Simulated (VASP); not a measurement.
Si32C (a cell with a defect): single point with PBE

Si32C (a cell with a defect):

```
Si C
1.0
    -5.47009    5.47009   -5.47009
     5.47009    5.47009    5.47009
     5.47009   -5.47009   -5.47009
Si C
32 1
Direct
  0.25106 0.25469 0.75179
  0.99826 0.49834 0.74765
  0.48673 0.23715 0.48647
  0.74136 0.75050 0.74568
  0.25120 0.50281 0.49994
  0.51439 0.02003 0.76092
  0.00671 0.76241 0.53136
  0.75105 0.25555 0.25125
  0.51029 0.50358 0.25280
  0.74099 0.00239 0.49726
  0.00800 0.24266 0.00069
  0.21098 0.71180 0.22177
  0.99185 0.99590 0.24773
  0.73719 0.49766 0.96207
  0.49645 0.75451 0.00065
  0.25077 0.00106 0.00239
  0.24532 0.24895 0.49800
  0.00170 0.50188 0.50193
  0.49909 0.24934 0.24765
  0.74951 0.75864 0.50416
  0.25754 0.49215 0.24918
  0.48004 0.98562 0.48889
  0.00245 0.76284 0.28773
  0.78820 0.28898 0.02798
  0.50410 0.50819 0.00198
  0.74562 0.00359 0.24930
  0.99727 0.24890 0.74988
  0.24438 0.74896 0.99851
  0.99644 0.98983 0.99695
  0.73789 0.49344 0.71858
  0.49765 0.75910 0.75265
  0.26298 0.01343 0.76359
  0.95194 0.54775 0.12492
```

```json
{"Program": "VASP 6.6.1", "Task": "single point", "Functional": "PBE", "Potentials or basis": "VASP PAW PBE potentials, release 64 (Si, C)", "Cutoff": "520 eV", "k mesh": "2 × 2 × 2, shifted", "Occupations": "gaussian, width 0.02 eV", "Spin": "no spin polarisation", "Dipole correction": "no", "Further INCAR settings": "LREAL = Auto; ALGO = Normal; EDIFF = 1e-07; NBANDS = 88"}
```

```
Pressure               : 0.4 GPa
Largest force          : 0.064 eV/Å
Band gap on the k mesh : 0.74 eV
```

Forces on the atoms (eV/Å):
```
Si   0.001 -0.006  0.004
Si   0.007  0.004 -0.006
Si  -0.007  0.004  0.007
Si  -0.006 -0.005  0.005
Si   0.004  0.000 -0.009
Si  -0.005  0.001 -0.005
Si  -0.008 -0.002  0.005
Si   0.002 -0.005  0.004
Si   0.006  0.003  0.000
Si   0.002  0.002 -0.005
Si  -0.001  0.002  0.007
Si  -0.029 -0.018 -0.002
Si  -0.002 -0.007 -0.012
Si  -0.001  0.003 -0.002
Si   0.000  0.001  0.004
Si   0.003 -0.001 -0.001
Si   0.006  0.005  0.000
Si  -0.007 -0.007  0.005
Si  -0.005  0.001  0.008
Si   0.005  0.008 -0.006
Si   0.006 -0.004  0.001
Si  -0.004  0.001 -0.001
Si  -0.007 -0.006 -0.003
Si   0.003  0.012 -0.035
Si  -0.011  0.005 -0.004
Si   0.000  0.004  0.000
Si  -0.007 -0.001  0.005
Si   0.005  0.003 -0.003
Si   0.001 -0.002  0.002
Si   0.005 -0.002 -0.002
Si  -0.002  0.000 -0.001
Si   0.005 -0.004 -0.005
C    0.043  0.011  0.046
```

Stress tensor (GPa, compression positive):
```
 1.17 -0.85 -0.35
-0.85 -1.27  0.85
-0.35  0.85  1.18
```

Levels at points of the mesh, in eV from the valence-band top:
| k point | band 64 | band 65 | band 66 | band 67 | band 68 | band 69 |
| --- | --- | --- | --- | --- | --- | --- |
| (0.25, 0.25, 0.25) | -0.54 | -0.37 | -0.10 | 0.96 | 1.28 | 1.58 |

Wall time 16 min on 1 thread of Intel Xeon 8259CL, with other jobs on the host, peak memory 0.73 GiB.

Caveat: semilocal functionals underestimate gaps, and a narrow one can read as zero.
